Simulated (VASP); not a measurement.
# ZnNi (P4/mmm) in VASP: a series of runs, part 2 of 2

VASP 6.6.1. The steps go on from the part before.

## (3) Relaxation of shape and atoms at fixed volume, LDA (11.28 Å³/atom)

This run uses another cell than the first one, of 11.28 Å³/atom.

Input file INCAR:

```
PREC     = Accurate       # precision mode
ENCUT    = 600            # plane-wave cutoff, eV
EDIFF    = 1E-7           # SCF threshold, eV
ISMEAR   = -1             # smearing method
SIGMA    = 0.15           # smearing width, eV
LREAL    = F              # projectors in reciprocal space
LASPH    = T              # aspherical terms in the spheres
NELM     = 60             # most SCF steps
ALGO     = Fast           # electronic algorithm
ISIF     = 4              # what is computed and relaxed
LWAVE    = F              # write WAVECAR
LCHARG   = F              # write CHGCAR
GGA      = CA             # functional
IBRION   = 2              # ionic algorithm
NSW      = 80             # ionic steps
EDIFFG   = -0.001         # ionic threshold
```

Input file KPOINTS:

```
Automatic mesh
0
Gamma
  16 16 14
```

Input file POSCAR:

```
ZnNi
1.0
    2.6497114379      0.0000000000      0.0000000000
    0.0000000000      2.6497114379      0.0000000000
    0.0000000000      0.0000000000      3.2137371358
Zn Ni
1 1
Direct
    0.5000000000      0.5000000000      0.5000000000
    0.0000000000      0.0000000000      0.0000000000
```

Potentials or basis: VASP PAW LDA potentials, release 64 (Zn, Ni).

Command:

```
$ cat potpaw_LDA.64/Zn/POTCAR potpaw_LDA.64/Ni/POTCAR > POTCAR
$ mpirun -np 1 vasp_std > vasp.out
```

OUTCAR:

```text
PREC = Accurate
   ENCUT = 600
   EDIFF = 1E-7
   ISMEAR = -1
   LREAL = F
   LASPH = T
   NELM = 60
   ISIF = 4
   GGA = CA
   IBRION = 2
   NSW = 80
   EDIFFG = -0.001

 ion  position               nearest neighbor table
   1  0.500  0.500  0.500-   2 2.47   2 2.47   2 2.47   2 2.47   2 2.47   2 2.47   2 2.47   2 2.47

   2  0.000  0.000  0.000-   1 2.47   1 2.47   1 2.47   1 2.47   1 2.47   1 2.47   1 2.47   1 2.47

  LATTYP: Found a simple tetragonal cell.
 ALAT       =     2.6497114379
 C/A-ratio  =     1.2128630649

  Lattice vectors:

 A1 = (   2.6497114379,   0.0000000000,   0.0000000000)
 A2 = (   0.0000000000,   2.6497114379,   0.0000000000)
 A3 = (   0.0000000000,   0.0000000000,   3.2137371358)

Analysis of symmetry for initial positions (statically):
=====================================================================
 Subroutine PRICEL returns:
 Original cell was already a primitive cell.

 Routine SETGRP: Setting up the symmetry group for a
 simple tetragonal supercell.

 Subroutine GETGRP returns: Found 16 space group operations
 (whereof 16 operations were pure point group operations)
 out of a pool of 16 trial point group operations.

The static configuration has the point symmetry D_4h.

Analysis of symmetry for dynamics (positions and initial velocities):
=====================================================================
 Subroutine PRICEL returns:
 Original cell was already a primitive cell.

 Routine SETGRP: Setting up the symmetry group for a
 simple tetragonal supercell.

 Subroutine GETGRP returns: Found 16 space group operations
 (whereof 16 operations were pure point group operations)
 out of a pool of 16 trial point group operations.

The dynamic configuration has the point symmetry D_4h.

 Subroutine INISYM returns: Found 16 space group operations
 (whereof 16 operations are pure point group operations),
 and found     1 'primitive' translations

----------------------------------------------------------------------------------------

                                     Primitive cell

  volume of cell :      22.5636

  direct lattice vectors                    reciprocal lattice vectors
     2.649711438  0.000000000  0.000000000     0.377399586  0.000000000  0.000000000
     0.000000000  2.649711438  0.000000000     0.000000000  0.377399586  0.000000000
     0.000000000  0.000000000  3.213737136     0.000000000  0.000000000  0.311164217

  length of vectors
     2.649711438  2.649711438  3.213737136     0.377399586  0.377399586  0.311164217

  position of ions in fractional coordinates (direct lattice)
     0.500000000  0.500000000  0.500000000
     0.000000000  0.000000000  0.000000000

  ion indices of the primitive-cell ions
   primitive index   ion index
                 1           1
                 2           2

----------------------------------------------------------------------------------------

 KPOINTS: Automatic mesh

Automatic generation of k-mesh.
 Grid dimensions read from file:
 generate k-points for:   16   16   14

 Generating k-lattice:

  Cartesian coordinates                     Fractional coordinates (reciprocal lattice)
     0.023587474  0.000000000  0.000000000     0.062500000  0.000000000  0.000000000
     0.000000000  0.023587474  0.000000000     0.000000000  0.062500000  0.000000000
[... 54 lines left out ...]
   LSORBIT =      F    spin-orbit coupling
   LASPH  =      T    aspherical Exc in radial PAW
   ENCUT  =  600.0 eV  44.10 Ry    6.64 a.u.   5.29  5.29  6.42*2*pi/ulx,y,z
   NELM   =     60;   NELMIN=  2; NELMDL= -5     # of ELM steps
   EDIFF  = 0.1E-06   stopping-criterion for ELM
   LREAL  =      F    real-space projection
   EDIFFG = -.1E-02   stopping-criterion for IOM
   NSW    =     80    number of steps for IOM
   IBRION =      2    ionic relax: 0-MD 1-quasi-New 2-CG
   NFREE  =      1    steps in history (QN), initial steepest desc. (CG)
   ISIF   =      4    stress and relaxation
   ISYM   =      2    0-nonsym 1-usesym 2-fastsym
   POTIM  = 0.5000    time-step for ionic-motion
   TEBEG  =    0.0;   TEEND  =   0.0 temperature during run
   PSTRESS=    0.0 pullay stress
   NELECT =      22.0000    total number of electrons
   NUPDOWN=      -1.0000    fix difference up-down
   EMIN   =  10.00;   EMAX   =-10.00  energy-range for DOS
   EFERMI =   0.00;   METHOD = LEGACY
   ISMEAR =    -1;   SIGMA  =   0.15  broadening in eV -4-tet -1-fermi 0-gaus
   EFERMI_NEDOS =   21; number of points for ismear=-14 and -15
   IALGO  =     68    algorithm
   IMIX   =      4    mixing-type and parameters
     AMIX     =   0.40;   BMIX     =  1.00
     AMIX_MAG =   1.60;   BMIX_MAG =  1.00
  volume/ion in A,a.u.               =      11.28        76.13
  Fermi-wavevector in a.u.,A,eV,Ry     =   1.623354  3.067694 35.855134  2.635278
  Thomas-Fermi vector in A             =   2.716818
   LORBIT       =      0    0 simple, 1 ext, 2 COOP (PROOUT), +10 PAW based schemes
   GGA     = CA    functional components
   LHFCALC =     F    Hartree Fock is set to
   AEXX    =    0.0000 exact exchange contribution
   IVDW    =     0    specifies the selected vdW correction
   LEPSILON=     F    determine dielectric tensor
   LRPA    =     F    only Hartree local field effects (RPA)
 conjugate gradient relaxation of ions
 non-spin polarized calculation
 RMM-DIIS sequential band-by-band and
  energy-cutoff  :      600.00
  volume of cell :       22.56
 maximum number of plane-waves:       773
 NGX is ok and might be reduce to    24
   NGX = 11   NGY = 11   NGZ = 13

--------------------------------------- Ionic step        1  -------------------------------------------

 number of electron      22.0000003 magnetization

 Free energy of the ion-electron system (eV)
  ---------------------------------------------------
  ext. energy  EPLUGINS =         0.00000000
  ---------------------------------------------------
  free energy    TOTEN  =        -9.07859718 eV

  energy without entropy =       -9.02499485  energy(sigma->0) =       -9.05179601

------------------------ aborting loop because EDIFF is reached ----------------------------------------

  FORCE on cell =-STRESS in cart. coord.  units (eV):
  Direction    XX          YY          ZZ          XY          YZ          ZX
  --------------------------------------------------------------------------------------
  -------------------------------------------------------------------------------------
  Total       -0.3848205     -0.3848205     -0.3946579      0.0000000      0.0000000      0.0000000
  in kB      -27.3250698    -27.3250698    -28.0235958      0.0000000      0.0000000      0.0000000
  external PRESSURE =     -27.5579118 kB  Pullay stress =       0.0000000 kB
[... 95 lines left out ...]
--------------------------------------- Ionic step        4  -------------------------------------------

 number of electron      22.0000003 magnetization

 Free energy of the ion-electron system (eV)
  ---------------------------------------------------
  ext. energy  EPLUGINS =         0.00000000
  ---------------------------------------------------
  free energy    TOTEN  =        -9.07860274 eV

  energy without entropy =       -9.02503116  energy(sigma->0) =       -9.05181695

 E-fermi :   6.5233     XC(G=0): -13.4689

 val. band max:        6.5161918851   @ k =   0.2500   0.0000   0.3571
 cond. band min:       6.5270646072   @ k =   0.4375   0.4375   0.1429
 fundamental gap:      0.0108727221
 Fermi energy:         6.5232730426

 k-point     1 :       0.0000    0.0000    0.0000
  band No.  band energies     occupation
      1      -4.0331      2.00000
      2      -1.4582      2.00000
      3      -1.3566      2.00000
      4      -0.4869      2.00000
      5      -0.4869      2.00000
      6      -0.2723      2.00000
      7       3.9846      2.00000
      8       4.2163      2.00000
      9       5.5550      1.99686
     10       5.5550      1.99686
     11       5.8329      1.98014
     12       9.7919      0.00000
     13      16.2285      0.00000
     14      16.6204      0.00000
[... 401 lines left out ...]
      2      -0.9487      2.00000
      3      -0.9119      2.00000
      4      -0.8733      2.00000
      5      -0.4722      2.00000
      6       1.5514      2.00000
      7       2.5155      2.00000
      8       4.2260      2.00000
      9       4.2901      2.00000
     10       5.1381      1.99980
     11       5.4092      1.99881
     12       6.9637      0.10079
     13      17.5765      0.00000
     14      18.0114      0.00000
     15      18.7022      0.00000

 [... further k-points ...]

------------------------ aborting loop because EDIFF is reached ----------------------------------------

  FORCE on cell =-STRESS in cart. coord.  units (eV):
  Direction    XX          YY          ZZ          XY          YZ          ZX
  --------------------------------------------------------------------------------------
  -------------------------------------------------------------------------------------
  Total       -0.3916656     -0.3916656     -0.3893498      0.0000000      0.0000000      0.0000000
  in kB      -27.8111236    -27.8111236    -27.6466842      0.0000000      0.0000000      0.0000000
  external PRESSURE =     -27.7563105 kB  Pullay stress =       0.0000000 kB
[... 17 lines left out ...]
  FREE ENERGIE OF THE ION-ELECTRON SYSTEM (eV)
  ---------------------------------------------------
  free  energy   TOTEN  =        -9.0786027360 eV

  energy  without entropy=       -9.0250311579  energy(sigma->0) =       -9.05181695

 reached required accuracy - stopping structural energy minimisation
```

Wall time 2.9 min (1 thread of AMD EPYC 9R45 (Zen 5), shared host); peak memory 0.25 GiB.

Results:

```yaml
Free_energy: -9.0786 eV
Energy_gained_by_relaxing: 0.0 meV/atom
Ionic_steps: 4
Pressure_after_relaxing: -2.8 GPa
Band_gap_on_the_k_mesh: zero (bands 11 and 12 overlap by 6.42 eV)
```

Final structure:
```yaml
crystal:
  lattice:
    - [2.65181, 0.00000, 0.00000]
    - [0.00000, 2.65181, 0.00000]
    - [0.00000, 0.00000, 3.20866]
  atoms:
    - { symbol: Zn, position: [0.50000, 0.50000, 0.50000] }
    - { symbol: Ni, position: [0.00000, 0.00000, 0.00000] }
```

Levels at points of the mesh, in eV from the Fermi level:
```
           k point  band 7  band 8  band 9  band 10  band 11  band 12  band 13  band 14  band 15
(0.00, 0.00, 0.00)   -2.54   -2.31   -0.97    -0.97    -0.69     3.27     9.71    10.10    10.10
(0.50, 0.00, 0.00)   -4.02   -2.47   -2.42    -1.49    -1.05     0.44    10.86    11.09    12.10
(0.50, 0.50, 0.00)   -1.51   -1.43   -1.43    -0.43    -0.43    -0.29     5.07     5.66    12.85
(0.00, 0.00, 0.50)   -5.95   -2.70   -1.46    -1.46    -1.07    -0.74    14.66    14.66    16.02
(0.50, 0.00, 0.50)   -2.34   -2.09   -1.50    -1.16    -1.00    -0.78     3.25     3.80    17.87
(0.50, 0.50, 0.50)   -3.31   -3.31   -0.86    -0.28     5.52     5.67     5.67     5.69     5.69
```

Spin polarisation is off, so any magnetic state and its effect on volume and gap are missing.
